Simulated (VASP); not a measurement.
Runs of VASP 6.6.1 on YS. The structure is that of space group Fm-3m (No. 225), or close to it. The cells are those of the table. 

| cell | gap on the mesh (eV) | pressure (GPa) |
| --- | --- | --- |
| a = 3.919, b = 3.919, c = 3.880 Å, angles 60.3, 60.3, 59.3°, 2 atoms | none | -5.4 |
| a = 3.919 Å, angles 58.7°, 2 atoms | none | -3.8 |
| a = 3.900, b = 3.900, c = 3.880 Å, angles 60.2, 60.2, 59.7°, 2 atoms | none | (a) |
| a = 3.861, b = 3.861, c = 3.841 Å, angles 60.2, 60.2, 59.7°, 2 atoms | none | -1.8 |

Alike in all rows: task electric field gradients; level LDA; potentials or basis VASP PAW LDA potentials, release 64 (Y_sv, S); no spin polarisation; k mesh 8 × 8 × 8; cutoff (eV) 520; smearing fermi-dirac 0.01 eV.

Question: Fill in the values left out.

Answer: (a) -4.6.

Caveats: the cell stands under tension (at least some runs).

A k mesh can miss the band edges, and the runs leave out spin-orbit coupling on Y.

A gap of «none» marks levels without a gap at the run's occupations.
